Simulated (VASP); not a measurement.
Write the native input for VASP 6.6.1 that does the following.

| Property | Result |
| --- | --- |
| Task | single point |
| Functional | PBEsol |
| Potentials or basis | VASP PAW PBE potentials, release 64 (Ge_d) |
| Cutoff | 500 eV |
| k mesh | 6 × 6 × 6 |
| Occupations | fermi-dirac, width 0.0272 eV |
| Spin | no spin polarisation |
| Dipole correction | no |
| Further INCAR settings | ALGO = Normal; EDIFF = 1e-06; NBANDS = 21 |

The structure of Ge lies in POSCAR:

```
Ge
1.0
    0.0000000000      2.8859806916      2.8859806916
    2.8859806916      0.0000000000      2.8859806916
    2.8859806916      2.8859806916      0.0000000000
Ge
2
Direct
    0.8750000000      0.8750000000      0.8750000000
    0.1250000000      0.1250000000      0.1250000000
```

One way to write it, as run:

INCAR

```
PREC = Accurate ; ENCUT = 500
EDIFF = 1E-6 ; ISMEAR = -1
SIGMA = 0.0272 ; LREAL = F
LASPH = T ; NELM = 120
ALGO = Normal ; ISIF = 2
LWAVE = F ; LCHARG = F
GGA = PS ; NBANDS = 21
GGA_COMPAT = F
```

KPOINTS

```
Automatic mesh
0
Gamma
  6 6 6
```

Potentials or basis: VASP PAW PBE potentials, release 64 (Ge_d).

Command:

```bash
$ cat potpaw_PBE.64/Ge_d/POTCAR > POTCAR
$ mpirun -np 1 vasp_std > vasp.out
```

It gave:

```json
{
 "Pressure": "-3.2 GPa",
 "Band gap on the k mesh": "zero (band 14 reaches 4.30 eV, above the bottom of band 15 at 4.25 eV)"
}
```

Caveat: the PAW data sets were made with another functional, which shifts forces and pressure a little.

Run time: 22 s on 1 thread of Intel Xeon 8259CL (shared host), peak memory 0.16 GiB.
